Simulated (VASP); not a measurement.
# Lu3Zn2Ge (P6/mmm) in VASP: single point with PBE

Aim: the single point of Lu3Zn2Ge with PBE.

Program: VASP 6.6.1. These are calculated values, not measurements. Logs are shortened: lines on timing, memory, paths and dates and some standing lists are left out, and cuts for length are marked.

### 1 The cell of the first run

Symmetry: P6/mmm, No. 191, hexagonal system. Conventional cell: a = 5.868 Å, b = 5.868 Å, c = 4.549 Å, α = 90.00°, β = 90.00°, γ = 120.00°. Within 3.0 Å of Lu (site symmetry 6/mmm) lie 2 Ge at 2.27 Å. Lu (site symmetry -6m2) has 2 Zn at 2.27 Å within 3.0 Å. Zn (site symmetry -6m2) has 2 Lu at 2.27 Å within 3.0 Å. Ge (site symmetry 6/mmm) has 2 Lu at 2.27 Å within 3.0 Å.

The cell was generated, and may not be a known phase.

### 2 Single point, PBE

The input, INCAR:

```
SYSTEM = Lu3Zn2Ge
PREC = Accurate
ENCUT = 520
EDIFF = 1E-6
ISMEAR = 0
SIGMA = 0.1
LREAL = .FALSE.
LASPH = .TRUE.
NELM = 80
ALGO = Normal
ISIF = 2
LWAVE = .FALSE.
LCHARG = .TRUE.
GGA = PE
LELF = .TRUE.
LVHAR = .TRUE.
NBANDS = 66
```

The input, KPOINTS:

```
regular mesh
0
G
  3 3 4
  0 0 0
```

The input, POSCAR:

```
Lu3Zn2Ge
1.0
    5.8682672700      0.0000000000      0.0000000000
   -2.9341336400      5.0820685400      0.0000000000
    0.0000000000      0.0000000000      4.5493497200
Lu Zn Ge
3 2 1
Direct
    0.0000000000      0.0000000000      0.5000000000
    0.3333333300      0.6666666700      0.5000000000
    0.6666666700      0.3333333300      0.5000000000
    0.3333333300      0.6666666700      0.0000000000
    0.6666666700      0.3333333300      0.0000000000
    0.0000000000      0.0000000000      0.0000000000
```

Potentials or basis: VASP PAW PBE potentials, release 64 (Lu, Zn, Ge_d).

Run with:

```sh
> cat potpaw_PBE.64/Lu/POTCAR potpaw_PBE.64/Zn/POTCAR potpaw_PBE.64/Ge_d/POTCAR > POTCAR
> mpirun -np 1 vasp_std > vasp.out
```

OUTCAR:

```text
SYSTEM = Lu3Zn2Ge
   PREC = Accurate
   ENCUT = 520
   EDIFF = 1E-6
   ISMEAR = 0
   LREAL = .FALSE.
   LASPH = .TRUE.
   NELM = 80
   ISIF = 2
   GGA = PE

 ion  position               nearest neighbor table
   1  0.000  0.000  0.500-   6 2.27   6 2.27   2 3.39   3 3.39   3 3.39   2 3.39   3 3.39   2 3.39

   2  0.333  0.667  0.500-   4 2.27   4 2.27   3 3.39   1 3.39   3 3.39   1 3.39   1 3.39   3 3.39

   3  0.667  0.333  0.500-   5 2.27   5 2.27   2 3.39   1 3.39   2 3.39   1 3.39   1 3.39   2 3.39

   4  0.333  0.667  0.000-   2 2.27   2 2.27
   5  0.667  0.333  0.000-   3 2.27   3 2.27
   6  0.000  0.000  0.000-   1 2.27   1 2.27

  LATTYP: Found a hexagonal cell.
 ALAT       =     5.8682672700
 C/A-ratio  =     0.7752458282

  Lattice vectors:

 A1 = (   5.8682672700,   0.0000000000,   0.0000000000)
 A2 = (  -2.9341336400,   5.0820685400,   0.0000000000)
 A3 = (   0.0000000000,   0.0000000000,   4.5493497200)

Analysis of symmetry for initial positions (statically):
=====================================================================
 Subroutine PRICEL returns:
 Original cell was already a primitive cell.

 Routine SETGRP: Setting up the symmetry group for a
 hexagonal supercell.

 Subroutine GETGRP returns: Found 24 space group operations
 (whereof 24 operations were pure point group operations)
 out of a pool of 24 trial point group operations.

The static configuration has the point symmetry D_6h.

Analysis of symmetry for dynamics (positions and initial velocities):
=====================================================================
 Subroutine PRICEL returns:
 Original cell was already a primitive cell.

 Routine SETGRP: Setting up the symmetry group for a
 hexagonal supercell.

 Subroutine GETGRP returns: Found 24 space group operations
 (whereof 24 operations were pure point group operations)
 out of a pool of 24 trial point group operations.

The dynamic configuration has the point symmetry D_6h.

 Subroutine INISYM returns: Found 24 space group operations
 (whereof 24 operations are pure point group operations),
 and found     1 'primitive' translations

----------------------------------------------------------------------------------------

                                     Primitive cell
[... 82 lines left out ...]
   NELM   =     80;   NELMIN=  2; NELMDL= -5     # of ELM steps
   EDIFF  = 0.1E-05   stopping-criterion for ELM
   LREAL  =      F    real-space projection
   EDIFFG = 0.1E-04   stopping-criterion for IOM
   NSW    =      0    number of steps for IOM
   IBRION =     -1    ionic relax: 0-MD 1-quasi-New 2-CG
   NFREE  =      0    steps in history (QN), initial steepest desc. (CG)
   ISIF   =      2    stress and relaxation
   ISYM   =      2    0-nonsym 1-usesym 2-fastsym
   POTIM  = 0.5000    time-step for ionic-motion
   TEBEG  =    0.0;   TEEND  =   0.0 temperature during run
   PSTRESS=    0.0 pullay stress
   NELECT =     113.0000    total number of electrons
   NUPDOWN=      -1.0000    fix difference up-down
   EMIN   =  10.00;   EMAX   =-10.00  energy-range for DOS
   EFERMI =   0.00;   METHOD = LEGACY
   ISMEAR =     0;   SIGMA  =   0.10  broadening in eV -4-tet -1-fermi 0-gaus
   EFERMI_NEDOS =   21; number of points for ismear=-14 and -15
   IALGO  =     38    algorithm
   IMIX   =      4    mixing-type and parameters
     AMIX     =   0.40;   BMIX     =  1.00
     AMIX_MAG =   1.60;   BMIX_MAG =  1.00
  volume/ion in A,a.u.               =      22.61       152.60
  Fermi-wavevector in a.u.,A,eV,Ry     =   1.540285  2.910716 32.279519  2.372478
  Thomas-Fermi vector in A             =   2.646394
   LORBIT       =      0    0 simple, 1 ext, 2 COOP (PROOUT), +10 PAW based schemes
   GGA     = PE    functional components
   LHFCALC =     F    Hartree Fock is set to
   AEXX    =    0.0000 exact exchange contribution
   IVDW    =     0    specifies the selected vdW correction
   LEPSILON=     F    determine dielectric tensor
   LRPA    =     F    only Hartree local field effects (RPA)
 non-spin polarized calculation
 Gauss-broadening in eV      SIGMA  =   0.10
  energy-cutoff  :      520.00
  volume of cell :      135.67
 maximum number of plane-waves:      3677
 NGX is ok and might be reduce to    48
   NGX = 21   NGY = 21   NGZ = 17

 number of electron     112.9999995 magnetization

 Free energy of the ion-electron system (eV)
  ---------------------------------------------------
  ext. energy  EPLUGINS =         0.00000000
  ---------------------------------------------------
  free energy    TOTEN  =       -10.45094380 eV

  energy without entropy =      -10.41828728  energy(sigma->0) =      -10.43461554

 E-fermi :   2.6735     XC(G=0): -10.8049

 val. band max:        2.5147203880   @ k =   0.3333   0.0000   0.2500
 cond. band min:       2.6852320022   @ k =   0.3333   0.0000   0.2500
 fundamental gap:      0.1705116142
 Fermi energy:         2.6735066788

 k-point     1 :       0.0000    0.0000    0.0000
  band No.  band energies     occupation
      1     -53.6411      2.00000
      2     -53.6218      2.00000
      3     -52.9787      2.00000
      4     -24.7238      2.00000
      5     -24.6728      2.00000
      6     -24.3586      2.00000
[... 610 lines left out ...]
     65       4.4765      0.00000
     66       5.0463      0.00000

------------------------ aborting loop because EDIFF is reached ----------------------------------------

  FORCE on cell =-STRESS in cart. coord.  units (eV):
  Direction    XX          YY          ZZ          XY          YZ          ZX
  --------------------------------------------------------------------------------------
  -------------------------------------------------------------------------------------
  Total       -0.8045484     -0.8045484     70.7458508      0.0000000     -0.0000000      0.0000000
  in kB       -9.5008623     -9.5008624    835.4333913      0.0000000     -0.0000000      0.0000000
  external PRESSURE =     272.1438889 kB  Pullay stress =       0.0000000 kB

 VOLUME and BASIS-vectors are now :
 -----------------------------------------------------------------------------
  energy-cutoff  :      520.00
  volume of cell :      135.67
      direct lattice vectors                 reciprocal lattice vectors
     5.868267270  0.000000000  0.000000000     0.170408053  0.098385135  0.000000000
    -2.934133640  5.082068540  0.000000000     0.000000000  0.196770270  0.000000000
     0.000000000  0.000000000  4.549349720     0.000000000  0.000000000  0.219811635

 POSITION                                       TOTAL-FORCE (eV/Angst)
 -----------------------------------------------------------------------------------
      0.00000      0.00000      2.27467         0.000000      0.000000      0.000000
     -0.00000      3.38805      2.27467         0.000000     -0.000000      0.000000
      2.93413      1.69402      2.27467        -0.000000      0.000000      0.000000
     -0.00000      3.38805      0.00000        -0.000000      0.000000      0.000000
      2.93413      1.69402      0.00000         0.000000     -0.000000      0.000000
      0.00000      0.00000      0.00000         0.000000      0.000000      0.000000
 -----------------------------------------------------------------------------------
    total drift:                               -0.000000      0.000000      0.000000

  FREE ENERGIE OF THE ION-ELECTRON SYSTEM (eV)
  ---------------------------------------------------
  free  energy   TOTEN  =       -10.4509438040 eV

  energy  without entropy=      -10.4182872765  energy(sigma->0) =      -10.43461554
```

Run time: 80 s. Hardware: 1 thread of Intel Xeon Platinum 8488C (Sapphire Rapids), shared host; peak memory 0.3 GiB.

Results:

* Free energy: -10.4509 eV
* Pressure: 27.2 GPa
* Band gap on the k mesh: zero (an odd number of electrons rules out a gap without spin polarisation)

Levels at points of the mesh, in eV from the Fermi level:
| k point | band 54 | band 55 | band 56 | band 57 | band 58 | band 59 | band 60 | band 61 |
| --- | --- | --- | --- | --- | --- | --- | --- | --- |
| (0.00, 0.00, 0.00) | -1.48 | -0.75 | -0.75 | 0.81 | 1.46 | 1.46 | 1.86 | 1.86 |
| (0.00, 0.00, 0.50) | -1.82 | -1.30 | -1.30 | -0.35 | 0.08 | 0.16 | 0.79 | 0.79 |

Caveat: the k points lie up to 0.41 Å⁻¹ apart, too coarse for converged energies and pressures of a metal; spin-orbit coupling is left out, which moves the levels of the heavy elements.

The gap in the log of VASP goes by the Fermi energy; the results here count the filled bands.